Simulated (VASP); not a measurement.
# CdS (Hawleyite) (F-43m) in VASP: further runs, part 2 of 2

VASP 6.6.1.

### Step 3. Relaxation of cell and atoms, LDA, target pressure 7 GPa, at which the enthalpy is minimised

The input, INCAR:

```
SYSTEM = CdS
PREC = Accurate
ENCUT = 600
EDIFF = 1E-6
ISMEAR = 0
SIGMA = 0.01
LREAL = .False.
LASPH = .True.
NELM = 60
ALGO = Normal
ISIF = 3
LWAVE = .False.
LCHARG = .False.
GGA = CA
IBRION = 2
NSW = 100
EDIFFG = -0.002
PSTRESS = 70.0
```

The input, KPOINTS:

```
regular mesh
0
Gamma
  8 8 8
  0 0 0
```

The input, POSCAR:

```
CdS
1.0
    2.8782623155      2.8782623155      0.0000000000
   -2.8782623155      2.8782623155      0.0000000000
    0.0000000000      2.8782623155      2.8782623155
Cd S
1 1
Direct
    0.0000000000      0.0000000000      0.0000000000
    0.7500000000      0.2500000000      0.5000000000
```

Potentials or basis: VASP PAW LDA potentials, release 64 (Cd, S).

The run is started by

```sh
$ cat potpaw_LDA.64/Cd/POTCAR potpaw_LDA.64/S/POTCAR > POTCAR
$ mpirun -np 1 vasp_std > vasp.out
```

OUTCAR:

```text
SYSTEM = CdS
   PREC = Accurate
   ENCUT = 600
   EDIFF = 1E-6
   ISMEAR = 0
   LREAL = .False.
   LASPH = .True.
   NELM = 60
   ISIF = 3
   GGA = CA
   IBRION = 2
   NSW = 100
   EDIFFG = -0.002
   PSTRESS = 70.0

 ion  position               nearest neighbor table
   1  0.000  0.000  0.000-   2 2.49   2 2.49   2 2.49   2 2.49
   2  0.750  0.250  0.500-   1 2.49   1 2.49   1 2.49   1 2.49

  LATTYP: Found a face centered cubic cell.
 ALAT       =     5.7565246310

  Lattice vectors:

 A1 = (   0.0000000000,   2.8782623155,   2.8782623155)
 A2 = (   2.8782623155,   0.0000000000,   2.8782623155)
 A3 = (   2.8782623155,   2.8782623155,   0.0000000000)

Analysis of symmetry for initial positions (statically):
=====================================================================
 Subroutine PRICEL returns:
 Original cell was already a primitive cell.

 Routine SETGRP: Setting up the symmetry group for a
 face centered cubic supercell.

 Subroutine GETGRP returns: Found 24 space group operations
 (whereof 24 operations were pure point group operations)
 out of a pool of 48 trial point group operations.

The static configuration has the point symmetry T_d .

Analysis of symmetry for dynamics (positions and initial velocities):
=====================================================================
 Subroutine PRICEL returns:
 Original cell was already a primitive cell.

 Routine SETGRP: Setting up the symmetry group for a
 face centered cubic supercell.

 Subroutine GETGRP returns: Found 24 space group operations
 (whereof 24 operations were pure point group operations)
 out of a pool of 48 trial point group operations.

The dynamic configuration has the point symmetry T_d .

 Subroutine INISYM returns: Found 24 space group operations
 (whereof 24 operations are pure point group operations),
 and found     1 'primitive' translations

----------------------------------------------------------------------------------------

                                     Primitive cell

  volume of cell :      47.6893

  direct lattice vectors                    reciprocal lattice vectors
     2.878262315  2.878262315  0.000000000     0.173715925  0.173715925 -0.173715925
    -2.878262315  2.878262315  0.000000000    -0.173715925  0.173715925 -0.173715925
     0.000000000  2.878262315  2.878262315     0.000000000  0.000000000  0.347431850

  length of vectors
     4.070477603  4.070477603  4.070477603     0.300884808  0.300884808  0.347431850

  position of ions in fractional coordinates (direct lattice)
     0.000000000  0.000000000  0.000000000
     0.750000000  0.250000000  0.500000000

  ion indices of the primitive-cell ions
   primitive index   ion index
                 1           1
                 2           2

----------------------------------------------------------------------------------------

 KPOINTS: regular mesh

Automatic generation of k-mesh.
 Grid dimensions read from file:
 generate k-points for:    8    8    8

 Generating k-lattice:

  Cartesian coordinates                     Fractional coordinates (reciprocal lattice)
     0.021714491  0.021714491 -0.021714491     0.125000000  0.000000000  0.000000000
    -0.021714491  0.021714491 -0.021714491     0.000000000  0.125000000  0.000000000
     0.000000000  0.000000000  0.043428981     0.000000000  0.000000000  0.125000000

  Length of vectors
     0.037610601  0.037610601  0.043428981

  Shift w.r.t. Gamma in fractional coordinates (k-lattice)
     0.000000000  0.000000000  0.000000000

 Subroutine IBZKPT returns following result:
 ===========================================

 Found     29 irreducible k-points:

 Following reciprocal coordinates:
            Coordinates               Weight
  0.000000  0.000000  0.000000      1.000000
  0.125000  0.000000  0.000000      8.000000
  0.250000  0.000000  0.000000      8.000000
  0.375000  0.000000  0.000000      8.000000
  0.500000  0.000000  0.000000      4.000000
  0.125000  0.125000  0.000000     12.000000
[... 16 lines left out ...]
  0.375000  0.250000  0.125000     48.000000
  0.500000  0.250000  0.125000     24.000000
 [... further k-points ...]
   k-points           NKPTS =     29   k-points in BZ     NKDIM =     29   number of bands    NBANDS=     13
   number of dos      NEDOS =    301   number of ions     NIONS =      2
   total plane-waves  NPLWV =  46656
   dimension x,y,z NGX =    36 NGY =   36 NGZ =   36
   dimension x,y,z NGXF=    72 NGYF=   72 NGZF=   72
   ions per type =               1   1
   NGX,Y,Z   is equivalent  to a cutoff of  14.70, 14.70, 14.70 a.u.
   NGXF,Y,Z  is equivalent  to a cutoff of  29.41, 29.41, 29.41 a.u.
 SYSTEM =  CdS
   PREC   = accura    normal or accurate (medium, high low for compatibility)
   ISTART =      0    job   : 0-new  1-cont  2-samecut
   ICHARG =      2    charge: 1-file 2-atom 10-const
   ISPIN  =      1    spin polarized calculation?
   LNONCOLLINEAR =      F non collinear calculations
   LSORBIT =      F    spin-orbit coupling
   LASPH  =      T    aspherical Exc in radial PAW
   ENCUT  =  600.0 eV  44.10 Ry    6.64 a.u.   8.13  8.13  8.13*2*pi/ulx,y,z
   NELM   =     60;   NELMIN=  2; NELMDL= -5     # of ELM steps
   EDIFF  = 0.1E-05   stopping-criterion for ELM
   LREAL  =      F    real-space projection
   EDIFFG = -.2E-02   stopping-criterion for IOM
   NSW    =    100    number of steps for IOM
   IBRION =      2    ionic relax: 0-MD 1-quasi-New 2-CG
   NFREE  =      1    steps in history (QN), initial steepest desc. (CG)
   ISIF   =      3    stress and relaxation
   ISYM   =      2    0-nonsym 1-usesym 2-fastsym
   POTIM  = 0.5000    time-step for ionic-motion
   TEBEG  =    0.0;   TEEND  =   0.0 temperature during run
   PSTRESS=   70.0 pullay stress
   NELECT =      18.0000    total number of electrons
   NUPDOWN=      -1.0000    fix difference up-down
   EMIN   =  10.00;   EMAX   =-10.00  energy-range for DOS
   EFERMI =   0.00;   METHOD = LEGACY
   ISMEAR =     0;   SIGMA  =   0.01  broadening in eV -4-tet -1-fermi 0-gaus
   EFERMI_NEDOS =   21; number of points for ismear=-14 and -15
   IALGO  =     38    algorithm
   IMIX   =      4    mixing-type and parameters
     AMIX     =   0.40;   BMIX     =  1.00
     AMIX_MAG =   1.60;   BMIX_MAG =  1.00
  volume/ion in A,a.u.               =      23.84       160.91
  Fermi-wavevector in a.u.,A,eV,Ry     =   1.183110  2.235755 19.044760  1.399750
  Thomas-Fermi vector in A             =   2.319351
   LORBIT       =      0    0 simple, 1 ext, 2 COOP (PROOUT), +10 PAW based schemes
   GGA     = CA    functional components
   LHFCALC =     F    Hartree Fock is set to
   AEXX    =    0.0000 exact exchange contribution
   IVDW    =     0    specifies the selected vdW correction
   LEPSILON=     F    determine dielectric tensor
   LRPA    =     F    only Hartree local field effects (RPA)
 conjugate gradient relaxation of ions
 non-spin polarized calculation
 Gauss-broadening in eV      SIGMA  =   0.01
  energy-cutoff  :      600.00
  volume of cell :       47.69
 maximum number of plane-waves:      1639
 NGX is ok and might be reduce to    36
   NGX = 17   NGY = 17   NGZ = 17

--------------------------------------- Ionic step        1  -------------------------------------------

 number of electron      18.0000001 magnetization

 Free energy of the ion-electron system (eV)
  ---------------------------------------------------
  ext. energy  EPLUGINS =         0.00000000
  ---------------------------------------------------
  free energy    TOTEN  =        -7.40660921 eV

  energy without entropy =       -7.40660921  energy(sigma->0) =       -7.40660921

 E-fermi :   1.5349     XC(G=0):  -9.7670

 val. band max:        1.4829622388   @ k =   0.0000   0.0000   0.0000
 cond. band min:       2.4604763220   @ k =   0.0000   0.0000   0.0000
 fundamental gap:      0.9775140832
 Fermi energy:         1.5349001022

 k-point     1 :       0.0000    0.0000    0.0000
  band No.  band energies     occupation
      1     -11.1274      2.00000
      2      -6.4555      2.00000
      3      -6.4555      2.00000
      4      -6.4555      2.00000
      5      -5.9149      2.00000
      6      -5.9149      2.00000
      7       1.4830      2.00000
      8       1.4830      2.00000
      9       1.4830      2.00000
     10       2.4605      0.00000
     11       7.8322      0.00000
     12       7.8322      0.00000
     13       7.8322      0.00000
[... 555 lines left out ...]
  enthalpy is  TOTEN    =        -5.3995892848 eV   P V=        1.9308063170

--------------------------------------- Ionic step        6  -------------------------------------------

 number of electron      17.9999998 magnetization

 Free energy of the ion-electron system (eV)
  ---------------------------------------------------
  ext. energy  EPLUGINS =         0.00000000
  ---------------------------------------------------
  free energy    TOTEN  =        -7.32850704 eV

  energy without entropy =       -7.32850704  energy(sigma->0) =       -7.32850704

 E-fermi :   2.2869     XC(G=0): -10.1267

 val. band max:        2.2350818238   @ k =   0.0000   0.0000   0.0000
 cond. band min:       3.3723077820   @ k =   0.0000   0.0000   0.0000
 fundamental gap:      1.1372259582
 Fermi energy:         2.2869005515

 k-point     1 :       0.0000    0.0000    0.0000
  band No.  band energies     occupation
      1     -10.9243      2.00000
      2      -6.0769      2.00000
      3      -6.0769      2.00000
      4      -6.0769      2.00000
      5      -5.4157      2.00000
      6      -5.4157      2.00000
      7       2.2351      2.00000
      8       2.2351      2.00000
      9       2.2351      2.00000
     10       3.3723      0.00000
     11       8.5349      0.00000
     12       8.5349      0.00000
     13       8.5349      0.00000
[... 397 lines left out ...]
  FREE ENERGIE OF THE ION-ELECTRON SYSTEM (eV)
  ---------------------------------------------------
  free  energy   TOTEN  =        -7.3285070442 eV

  energy  without entropy=       -7.3285070442  energy(sigma->0) =       -7.32850704

  enthalpy is  TOTEN    =        -5.3996023928 eV   P V=        1.9289046514

 reached required accuracy - stopping structural energy minimisation
```

OSZICAR:

```text
N       E                     dE             d eps       ncg     rms          rms(c)
DAV:   1     0.123045730887E+03    0.12305E+03   -0.98925E+03   762   0.142E+03
DAV:   2    -0.208615026951E+01   -0.12513E+03   -0.11913E+03   829   0.317E+02
DAV:   3    -0.787741186307E+01   -0.57913E+01   -0.57687E+01   919   0.703E+01
[... 47 lines left out ...]
DAV:   1    -0.732867655921E+01    0.17196E-02   -0.33331E-03   829   0.858E-01    0.980E-02
DAV:   2    -0.732852296874E+01    0.15359E-03   -0.39621E-04   839   0.361E-01    0.395E-02
DAV:   3    -0.732850888259E+01    0.14086E-04   -0.39811E-05   839   0.806E-02    0.317E-02
DAV:   4    -0.732850721315E+01    0.16694E-05   -0.27223E-06   746   0.203E-02    0.562E-03
DAV:   5    -0.732850704420E+01    0.16896E-06   -0.52014E-07   377   0.141E-02
   6 F= -.53996024E+01 E0= -.53996024E+01  d E =-.107156E-04
```

CONTCAR:

```text
CdS
   1.00000000000000
     2.8052039108265991    2.8052039108265991   -0.0000000000000000
    -2.8052039108265991    2.8052039108265991   -0.0000000000000000
    -0.0000000000000000    2.8052039108265991    2.8052039108265991
  Cd              S
     1     1
Direct
     0.0000000000000000    0.0000000000000000    0.0000000000000000
     0.7500000000000000    0.2500000000000000    0.5000000000000000

  0.00000000E+00  0.00000000E+00  0.00000000E+00
  0.00000000E+00  0.00000000E+00  0.00000000E+00
```

Wall time 44 s (1 thread of Intel Xeon 6975P-C (Granite Rapids), shared host); peak memory 0.18 GiB.

What came out:

| Quantity | Value |
| --- | --- |
| Free energy | -7.3285 eV |
| Relaxed volume | 22.07 Å³/atom |
| Relaxed cell | a = 3.967 Å, b = 3.967 Å, c = 3.967 Å, α = 60.00°, β = 60.00°, γ = 90.00° |
| Space group after relaxing (to 0.05 Å) | F-43m (No. 216) |
| Energy change on relaxing (the enthalpy is what falls) | +39.1 meV/atom |
| Ionic steps | 6 |
| Pressure after relaxing | 7.0 GPa |
| Band gap on the k mesh | 1.14 eV, direct |

Step by step:
```
step  energy change (eV)  largest force (eV/Å)  pressure (GPa)  volume (Å³)
   1              0.0000                0.0000            0.53        47.69
   2              0.2625                0.0000           14.50        41.34
   3              0.0768                0.0000            6.93        44.18
   4              0.0798                0.0000            7.10        44.11
   5              0.0762                0.0000            6.89        44.19
   6              0.0781                0.0000            7.01        44.15
```

Final structure:
```
Cd S
1.0
     2.80520    2.80520    0.00000
    -2.80520    2.80520    0.00000
     0.00000    2.80520    2.80520
Cd S
1 1
Direct
  0.00000 0.00000 0.00000
  0.75000 0.25000 0.50000
```

Caveat: the cell is relaxed towards a set pressure, so the enthalpy falls and the energy may rise.
